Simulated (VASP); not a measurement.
Here is a VASP 6.6.1 calculation.

The input INCAR:

```
SYSTEM = Zn
PREC     = Accurate       ! precision mode
ENCUT    = 520            ! plane-wave cutoff, eV
EDIFF    = 1E-6           ! SCF threshold, eV
ISMEAR   = 0              ! smearing method
SIGMA    = 0.1            ! smearing width, eV
LREAL    = .FALSE.        ! projectors in reciprocal space
LASPH    = .TRUE.         ! aspherical terms in the spheres
NELM     = 100            ! most SCF steps
ALGO     = Normal         ! electronic algorithm
ISIF     = 2              ! what is computed and relaxed
LWAVE    = .FALSE.        ! write WAVECAR
LCHARG   = .TRUE.         ! write CHGCAR
GGA      = PE             ! functional
LELF     = .TRUE.         ! ELF
LVHAR    = .TRUE.       
NBANDS   = 19             ! bands
```

Contents of KPOINTS:

```
regular mesh
0
G
  10 10 4
  0 0 0
```

Contents of POSCAR:

```
Zn
1.0
    2.6655336155      0.0000000000      0.0000000000
   -1.3327668078      2.3084198257      0.0000000000
    0.0000000000      0.0000000000      4.8967876563
Zn
2
Direct
    0.3333333333      0.6666666667      0.2500000000
    0.6666666667      0.3333333333      0.7500000000
```

Potentials or basis: VASP PAW PBE potentials, release 64 (Zn).

Run with:

```bash
$ cat potpaw_PBE.64/Zn/POTCAR > POTCAR
$ mpirun -np 1 vasp_std > vasp.out
```

Q: What does it give for the pressure?

A: 0.3 GPa.

Q: What does it give for the band gap on the k mesh?

A: Zero (bands 12 and 13 overlap by 4.05 eV).

Stress tensor (GPa, compression positive):
```
0.38 0.00 0.00
0.00 0.38 0.00
0.00 0.00 0.21
```
